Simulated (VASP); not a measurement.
Set up this calculation in VASP 6.6.1, as the native input.

* Task: single point
* Functional: PBE
* Potentials or basis: VASP PAW PBE potentials, release 64 (Ge_d)
* Cutoff: 520 eV
* k mesh: 8 × 8 × 4
* Occupations: gaussian, width 0.025 eV
* Spin: no spin polarisation
* Dipole correction: no
* Further INCAR settings: ALGO = Normal; EDIFF = 1e-06; NBANDS = 36

The structure of Ge lies in POSCAR:

```
Ge
1.0
    3.9975858431      0.0000000000      0.0000000000
   -1.9987929216      3.4620108940      0.0000000000
    0.0000000000      0.0000000000      6.5993779500
Ge
4
Direct
    0.3333333333      0.6666666667      0.9370987500
    0.6666666667      0.3333333333      0.4370987500
    0.3333333333      0.6666666667      0.5629012500
    0.6666666667      0.3333333333      0.0629012500
```

This isn't the form of Ge at room conditions, which is diamond.

The input as run:

INCAR

```
PREC     = Accurate       # precision mode
ENCUT    = 520            # plane-wave cutoff, eV
EDIFF    = 1E-6           # SCF threshold, eV
ISMEAR   = 0              # smearing method
SIGMA    = 0.025          # smearing width, eV
LREAL    = F              # projectors in reciprocal space
LASPH    = T              # aspherical terms in the spheres
NELM     = 80             # most SCF steps
ALGO     = Normal         # electronic algorithm
ISIF     = 2              # what is computed and relaxed
LWAVE    = F              # write WAVECAR
LCHARG   = T              # write CHGCAR
GGA      = PE             # functional
LELF     = T              # ELF
LVHAR    = T            
NBANDS   = 36             # bands
```

KPOINTS

```
Automatic mesh
0
Gamma
  8 8 4
```

Potentials or basis: VASP PAW PBE potentials, release 64 (Ge_d).

The run is started by

```sh
$ cat potpaw_PBE.64/Ge_d/POTCAR > POTCAR
$ mpirun -np 1 vasp_std > vasp.out
```

It gave:

```
Pressure               : 2.9 GPa
Largest force          : 0.019 eV/Å
Band gap on the k mesh : 0.12 eV
```

It took 40 s on 1 thread of Intel(R) Xeon(R) 6975P-C (Granite Rapids), on a shared host, peak memory 0.23 GiB.
